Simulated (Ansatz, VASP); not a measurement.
# One calculation of CaSe, two programs

```
CELL_PARAMETERS angstrom
0.00000 2.86356 3.14992
2.86356 0.00000 3.14992
2.86356 2.86356 0.00000
ATOMIC_POSITIONS crystal
Ca 0.00000 0.00000 0.00000
Se 0.50000 0.50000 0.50000
```

Alike in both runs: task single point; functional PBEsol; k mesh 10 × 10 × 10; occupations gaussian, width 0.05 eV; no spin polarisation.

|  | VASP | Ansatz |
| --- | --- | --- |
| version | VASP 6.6.1 | Ansatz 0.2.0 |
| potentials or method | VASP PAW PBE potentials, release 64 (Ca_sv, Se), cutoff 520 eV | scalar-relativistic, plane waves, PAW |
| valence electrons in the cell | 16 | 26 |

```csv
,VASP,Ansatz,Ansatz less VASP
gap on the k mesh at the Fermi level (eV),1.91,1.93,+0.015
least direct gap on the mesh (eV),2.67,2.68,+0.012
pressure (GPa),0.1,-0.1,-0.20
"traceless stress, the component that is largest in VASP (GPa)",-4.99,-4.89,+0.099
```

VASP's potentials were made for PBE, not for PBEsol. The functional is the same, so the differences come from potentials, cutoffs and numerics. VASP's potentials hold 16 valence electrons a cell and Ansatz's 26, so a difference there can come from the potentials and not from the codes.
